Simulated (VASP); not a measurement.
## SrO: single point with PBE

The system is SrO.

```
Sr O
1.0
     0.00000    2.80655    2.80655
     2.80655    0.00000    2.80655
     2.80655    2.80655    0.00000
Sr O
1 1
Direct
  0.50000 0.50000 0.50000
  0.25000 0.25000 0.25000
```

```
Program             : VASP 6.6.1
Task                : single point
Functional          : PBE
Potentials or basis : VASP PAW PBE potentials, release 64 (Sr_sv, O)
Cutoff              : 600 eV
k mesh              : 8 × 8 × 8
Occupations         : gaussian, width 0.01 eV
Spin                : no spin polarisation
```

The pressure is 0.4 GPa. The band gap on the k mesh is 2.49 eV (least direct gap 3.30 eV).

Levels at points of the mesh, in eV from the valence-band top:
| k point | band 4 | band 5 | band 6 | band 7 | band 8 | band 9 | band 10 | band 11 | band 12 | band 13 |
| --- | --- | --- | --- | --- | --- | --- | --- | --- | --- | --- |
| (0.00, 0.00, 0.00) | -14.16 | -14.16 | -0.82 | -0.82 | -0.82 | 2.49 | 7.99 | 7.99 | 9.29 | 9.29 |
| (0.50, 0.00, 0.00) | -14.24 | -13.12 | -0.71 | -0.51 | -0.51 | 5.24 | 7.07 | 7.55 | 7.55 | 9.80 |
| (0.50, 0.50, 0.00) | -14.37 | -12.81 | -1.39 | -0.01 | -0.01 | 4.54 | 5.71 | 9.54 | 9.85 | 9.85 |

Wall time 28 s on 1 thread of AMD EPYC 7R43 64-Core Processor (Zen 3) (shared host), peak memory 0.15 GiB.

A k mesh can miss the band edges.
